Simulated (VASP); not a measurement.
# WF (F-43m) in VASP: single point with PBE

Aim: the single point of WF with PBE.

Program: VASP 6.6.1. These are calculated values, not measurements. Logs are shortened: lines on timing, memory, paths and dates and some standing lists are left out, and cuts for length are marked.

## 1. The cell of the first run

Symmetry: F-43m, No. 216, cubic system. The conventional cell has a = 4.850 Å, b = 4.850 Å, c = 4.850 Å, α = 90.00°, β = 90.00°, γ = 90.00°. W (site symmetry -43m) has 4 F at 2.10 Å within 2.8 Å. Within 2.8 Å of F (site symmetry -43m) lie 4 W at 2.10 Å.

## 2. Single point, PBE

File INCAR:

```
PREC = Accurate
ENCUT = 1350
EDIFF = 1E-6
ISMEAR = 0
SIGMA = 0.1
LREAL = F
LASPH = T
NELM = 120
ALGO = Normal
ISIF = 2
LWAVE = F
LCHARG = T
GGA = PE
LELF = T
LVHAR = T
NBANDS = 18
GGA_COMPAT = F
```

File KPOINTS:

```
Automatic mesh
0
Gamma
  6 6 6
```

File POSCAR:

```
WF
1.0
    0.0000000000      2.4250388642      2.4250388642
    2.4250388642      0.0000000000      2.4250388642
    2.4250388642      2.4250388642      0.0000000000
W F
1 1
Direct
    0.0000000000      0.0000000000      0.0000000000
    0.7500000000      0.7500000000      0.7500000000
```

Potentials or basis: VASP PAW PBE potentials, release 64 (W_sv, F_h).

Command:

```console
$ cat potpaw_PBE.64/W_sv/POTCAR potpaw_PBE.64/F_h/POTCAR > POTCAR
$ mpirun -np 1 vasp_std > vasp.out
```

OUTCAR:

```text
PREC = Accurate
   ENCUT = 1350
   EDIFF = 1E-6
   ISMEAR = 0
   LREAL = F
   LASPH = T
   NELM = 120
   ISIF = 2
   GGA = PE

 ion  position               nearest neighbor table
   1  0.000  0.000  0.000-   2 2.10   2 2.10   2 2.10   2 2.10
   2  0.750  0.750  0.750-   1 2.10   1 2.10   1 2.10   1 2.10

  LATTYP: Found a face centered cubic cell.
 ALAT       =     4.8500777284

  Lattice vectors:

 A1 = (   0.0000000000,   2.4250388642,   2.4250388642)
 A2 = (   2.4250388642,   0.0000000000,   2.4250388642)
 A3 = (   2.4250388642,   2.4250388642,   0.0000000000)

Analysis of symmetry for initial positions (statically):
=====================================================================
 Subroutine PRICEL returns:
 Original cell was already a primitive cell.

 Routine SETGRP: Setting up the symmetry group for a
 face centered cubic supercell.

 Subroutine GETGRP returns: Found 24 space group operations
 (whereof 24 operations were pure point group operations)
 out of a pool of 48 trial point group operations.

The static configuration has the point symmetry T_d .

Analysis of symmetry for dynamics (positions and initial velocities):
=====================================================================
 Subroutine PRICEL returns:
 Original cell was already a primitive cell.

 Routine SETGRP: Setting up the symmetry group for a
 face centered cubic supercell.

 Subroutine GETGRP returns: Found 24 space group operations
 (whereof 24 operations were pure point group operations)
 out of a pool of 48 trial point group operations.

The dynamic configuration has the point symmetry T_d .

 Subroutine INISYM returns: Found 24 space group operations
 (whereof 24 operations are pure point group operations),
 and found     1 'primitive' translations

----------------------------------------------------------------------------------------

                                     Primitive cell

  volume of cell :      28.5224

  direct lattice vectors                    reciprocal lattice vectors
     0.000000000  2.425038864  2.425038864    -0.206182263  0.206182263  0.206182263
     2.425038864  0.000000000  2.425038864     0.206182263 -0.206182263  0.206182263
     2.425038864  2.425038864  0.000000000     0.206182263  0.206182263 -0.206182263

  length of vectors
     3.429522851  3.429522851  3.429522851     0.357118155  0.357118155  0.357118155

  position of ions in fractional coordinates (direct lattice)
     0.000000000  0.000000000  0.000000000
     0.750000000  0.750000000  0.750000000

  ion indices of the primitive-cell ions
   primitive index   ion index
                 1           1
                 2           2

----------------------------------------------------------------------------------------

 KPOINTS: Automatic mesh

Automatic generation of k-mesh.
 Grid dimensions read from file:
 generate k-points for:    6    6    6

 Generating k-lattice:

  Cartesian coordinates                     Fractional coordinates (reciprocal lattice)
    -0.034363710  0.034363710  0.034363710     0.166666667  0.000000000  0.000000000
     0.034363710 -0.034363710  0.034363710     0.000000000  0.166666667  0.000000000
     0.034363710  0.034363710 -0.034363710     0.000000000  0.000000000  0.166666667

  Length of vectors
     0.059519692  0.059519692  0.059519692

  Shift w.r.t. Gamma in fractional coordinates (k-lattice)
     0.000000000  0.000000000  0.000000000

 Subroutine IBZKPT returns following result:
 ===========================================

 Found     16 irreducible k-points:

 Following reciprocal coordinates:
            Coordinates               Weight
  0.000000  0.000000  0.000000      1.000000
  0.166667  0.000000  0.000000      8.000000
  0.333333  0.000000  0.000000      8.000000
  0.500000  0.000000  0.000000      4.000000
  0.166667  0.166667  0.000000      6.000000
  0.333333  0.166667  0.000000     24.000000
[... 8 lines left out ...]
 -0.333333  0.333333  0.166667     24.000000
 -0.333333  0.500000  0.166667     12.000000
   k-points           NKPTS =     16   k-points in BZ     NKDIM =     16   number of bands    NBANDS=     18
   number of dos      NEDOS =    301   number of ions     NIONS =      2
   total plane-waves  NPLWV =  74088
   dimension x,y,z NGX =    42 NGY =   42 NGZ =   42
   dimension x,y,z NGXF=    84 NGYF=   84 NGZF=   84
   ions per type =               1   1
   NGX,Y,Z   is equivalent  to a cutoff of  20.36, 20.36, 20.36 a.u.
   NGXF,Y,Z  is equivalent  to a cutoff of  40.72, 40.72, 40.72 a.u.
 SYSTEM =  unknown system
   PREC   = accura    normal or accurate (medium, high low for compatibility)
   ISTART =      0    job   : 0-new  1-cont  2-samecut
   ICHARG =      2    charge: 1-file 2-atom 10-const
   ISPIN  =      1    spin polarized calculation?
   LNONCOLLINEAR =      F non collinear calculations
   LSORBIT =      F    spin-orbit coupling
   LASPH  =      T    aspherical Exc in radial PAW
   ENCUT  = 1350.0 eV  99.22 Ry    9.96 a.u.  10.27 10.27 10.27*2*pi/ulx,y,z
   NELM   =    120;   NELMIN=  2; NELMDL= -5     # of ELM steps
   EDIFF  = 0.1E-05   stopping-criterion for ELM
   LREAL  =      F    real-space projection
   EDIFFG = 0.1E-04   stopping-criterion for IOM
   NSW    =      0    number of steps for IOM
   IBRION =     -1    ionic relax: 0-MD 1-quasi-New 2-CG
   NFREE  =      0    steps in history (QN), initial steepest desc. (CG)
   ISIF   =      2    stress and relaxation
   ISYM   =      2    0-nonsym 1-usesym 2-fastsym
   POTIM  = 0.5000    time-step for ionic-motion
   TEBEG  =    0.0;   TEEND  =   0.0 temperature during run
   PSTRESS=    0.0 pullay stress
   NELECT =      21.0000    total number of electrons
   NUPDOWN=      -1.0000    fix difference up-down
   EMIN   =  10.00;   EMAX   =-10.00  energy-range for DOS
   EFERMI =   0.00;   METHOD = LEGACY
   ISMEAR =     0;   SIGMA  =   0.10  broadening in eV -4-tet -1-fermi 0-gaus
   EFERMI_NEDOS =   21; number of points for ismear=-14 and -15
   IALGO  =     38    algorithm
   IMIX   =      4    mixing-type and parameters
     AMIX     =   0.40;   BMIX     =  1.00
     AMIX_MAG =   1.60;   BMIX_MAG =  1.00
  volume/ion in A,a.u.               =      14.26        96.24
  Fermi-wavevector in a.u.,A,eV,Ry     =   1.478266  2.793518 29.732405  2.185270
  Thomas-Fermi vector in A             =   2.592568
   LORBIT       =      0    0 simple, 1 ext, 2 COOP (PROOUT), +10 PAW based schemes
   GGA     = PE    functional components
   LHFCALC =     F    Hartree Fock is set to
   AEXX    =    0.0000 exact exchange contribution
   IVDW    =     0    specifies the selected vdW correction
   LEPSILON=     F    determine dielectric tensor
   LRPA    =     F    only Hartree local field effects (RPA)
 non-spin polarized calculation
 Gauss-broadening in eV      SIGMA  =   0.10
  energy-cutoff  :     1350.00
  volume of cell :       28.52
 maximum number of plane-waves:      3250
 NGX is ok and might be reduce to    42
   NGX = 21   NGY = 21   NGZ = 21

 number of electron      20.9999999 magnetization

 Free energy of the ion-electron system (eV)
  ---------------------------------------------------
  ext. energy  EPLUGINS =         0.00000000
  ---------------------------------------------------
  free energy    TOTEN  =       -12.95108769 eV

  energy without entropy =      -12.93826807  energy(sigma->0) =      -12.94467788

 E-fermi :   8.2927     XC(G=0): -11.8418

 val. band max:        8.2536409247   @ k =   0.1667   0.1667   0.0000
 cond. band min:       8.3194217938   @ k =  -0.3333   0.3333   0.1667
 fundamental gap:      0.0657808691
 Fermi energy:         8.2927201712

 k-point     1 :       0.0000    0.0000    0.0000
  band No.  band energies     occupation
      1     -66.9347      2.00000
      2     -31.0466      2.00000
      3     -31.0466      2.00000
      4     -31.0466      2.00000
      5     -20.1424      2.00000
      6      -2.2310      2.00000
[... 10 lines left out ...]
     17      20.7268      0.00000
     18      22.9181      0.00000

 k-point     2 :       0.1667    0.0000    0.0000
  band No.  band energies     occupation
      1     -66.9326      2.00000
      2     -31.1181      2.00000
      3     -31.0546      2.00000
      4     -31.0546      2.00000
      5     -20.0539      2.00000
      6      -2.3401      2.00000
[... 10 lines left out ...]
     17      21.2986      0.00000
     18      23.8090      0.00000

 k-point     3 :       0.3333    0.0000    0.0000
  band No.  band energies     occupation
      1     -66.9280      2.00000
      2     -31.2570      2.00000
      3     -31.0706      2.00000
      4     -31.0706      2.00000
      5     -19.8878      2.00000
      6      -2.3112      2.00000
[... 10 lines left out ...]
     17      22.0408      0.00000
     18      22.4502      0.00000

 k-point     4 :       0.5000    0.0000    0.0000
  band No.  band energies     occupation
      1     -66.9258      2.00000
      2     -31.3245      2.00000
      3     -31.0786      2.00000
      4     -31.0786      2.00000
      5     -19.8102      2.00000
      6      -2.1878      2.00000
[... 207 lines left out ...]
      4     -31.0968      2.00000
      5     -19.7779      2.00000
      6      -2.3908      2.00000
[... 10 lines left out ...]
     17      20.2653      0.00000
     18      23.7031      0.00000

 k-point    15 :      -0.3333    0.3333    0.1667
  band No.  band energies     occupation
      1     -66.9236      2.00000
      2     -31.2958      2.00000
      3     -31.1628      2.00000
      4     -31.1084      2.00000
      5     -19.7257      2.00000
      6      -2.0995      2.00000
[... 10 lines left out ...]
     17      19.0050      0.00000
     18      24.4428      0.00000

 k-point    16 :      -0.3333    0.5000    0.1667
  band No.  band energies     occupation
      1     -66.9228      2.00000
      2     -31.3102      2.00000
      3     -31.1573      2.00000
      4     -31.1266      2.00000
      5     -19.6996      2.00000
      6      -2.3987      2.00000
[... 10 lines left out ...]
     17      17.4256      0.00000
     18      23.8507      0.00000

------------------------ aborting loop because EDIFF is reached ----------------------------------------

  FORCE on cell =-STRESS in cart. coord.  units (eV):
  Direction    XX          YY          ZZ          XY          YZ          ZX
  --------------------------------------------------------------------------------------
  -------------------------------------------------------------------------------------
  Total        0.1640919      0.1640919      0.1640919      0.0000000      0.0000000      0.0000000
  in kB        9.2174651      9.2174651      9.2174651      0.0000000      0.0000000      0.0000000
  external PRESSURE =       9.2174651 kB  Pullay stress =       0.0000000 kB

 VOLUME and BASIS-vectors are now :
 -----------------------------------------------------------------------------
  energy-cutoff  :     1350.00
  volume of cell :       28.52
      direct lattice vectors                 reciprocal lattice vectors
     0.000000000  2.425038864  2.425038864    -0.206182263  0.206182263  0.206182263
     2.425038864  0.000000000  2.425038864     0.206182263 -0.206182263  0.206182263
     2.425038864  2.425038864  0.000000000     0.206182263  0.206182263 -0.206182263

 POSITION                                       TOTAL-FORCE (eV/Angst)
 -----------------------------------------------------------------------------------
      0.00000      0.00000      0.00000        -0.000000     -0.000000     -0.000000
      3.63756      3.63756      3.63756         0.000000      0.000000      0.000000
 -----------------------------------------------------------------------------------
    total drift:                               -0.000000     -0.000000     -0.000000

  FREE ENERGIE OF THE ION-ELECTRON SYSTEM (eV)
  ---------------------------------------------------
  free  energy   TOTEN  =       -12.9510876938 eV

  energy  without entropy=      -12.9382680690  energy(sigma->0) =      -12.94467788
```

Run time: 31 s. Hardware: 1 thread of Intel Xeon Platinum 8259CL at 2.50GHz (Skylake/Cascade Lake), shared host; peak memory 0.27 GiB.

Results:

```
Free energy            : -12.9511 eV
Pressure               : 0.9 GPa
Band gap on the k mesh : zero (an odd number of electrons rules out a gap without spin polarisation)
```

Caveat: the k points lie up to 0.37 Å⁻¹ apart, too coarse for converged energies and pressures of a metal; spin-orbit coupling is left out, which moves the levels of the heavy elements; an odd number of electrons without spin polarisation forces a metal; a magnetic or distorted state may lie lower.

The gap in the log of VASP goes by the Fermi energy; the results here count the filled bands.